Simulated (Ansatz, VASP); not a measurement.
One calculation of Ag, two programs

The input INCAR:

```
SYSTEM = Ag
PREC = Accurate ; ENCUT = 520
EDIFF = 1E-7 ; ISMEAR = -1
SIGMA = 0.08 ; LREAL = .FALSE.
LASPH = .TRUE. ; NELM = 60
ALGO = Normal ; ISIF = 2
LWAVE = .FALSE. ; LCHARG = .FALSE.
GGA = PS ; NBANDS = 12
```

The input KPOINTS:

```
regular mesh
0
G
  18 18 18
  0 0 0
```

POSCAR

```
Ag
1.0
   -1.5454391006      1.5454391006      1.5454391006
    1.5454391006     -1.5454391006      1.5454391006
    1.5454391006      1.5454391006     -1.5454391006
Ag
1
Direct
    0.0000000000      0.0000000000      0.0000000000
```

Input for Ansatz:

```yaml
crystal:
  lattice:
    - [-1.5454391006, 1.5454391006, 1.5454391006]
    - [1.5454391006, -1.5454391006, 1.5454391006]
    - [1.5454391006, 1.5454391006, -1.5454391006]
  atoms:
    - { symbol: Ag, position: [0.0, 0.0, 0.0] }
kpoints:
  mp_grid: { grid: [18, 18, 18] }
scf:
  occupations: { method: fermi_dirac, width: 0.08 }
hamiltonian:
  xc: pbesol
  pseudopotentials: { kind: all_electron, lapw: { basis_error: 0.001 } }
output:
  forces: true
  stress: true
  eigenvalues: true
  populations: true
```

Change from the starting cell: volume scaled by 0.88, LAPW.

Alike in both runs: task single point; functional PBEsol; k mesh 18 × 18 × 18; occupations fermi-dirac, width 0.08 eV; no spin polarisation.

|  | VASP | Ansatz |
| --- | --- | --- |
| version | VASP 6.6.1 | Ansatz 0.2.0 |
| potentials or method | VASP PAW PBE potentials, release 64 (Ag), cutoff 520 eV | all-electron LAPW, scalar-relativistic |

|  | VASP | Ansatz | Ansatz less VASP |
| --- | --- | --- | --- |
| pressure (GPa) | 20.6 | 21.1 | +0.44 |

VASP's potentials were made for PBE, not for PBEsol. Ansatz ran all-electron here, and VASP with PAW potentials.
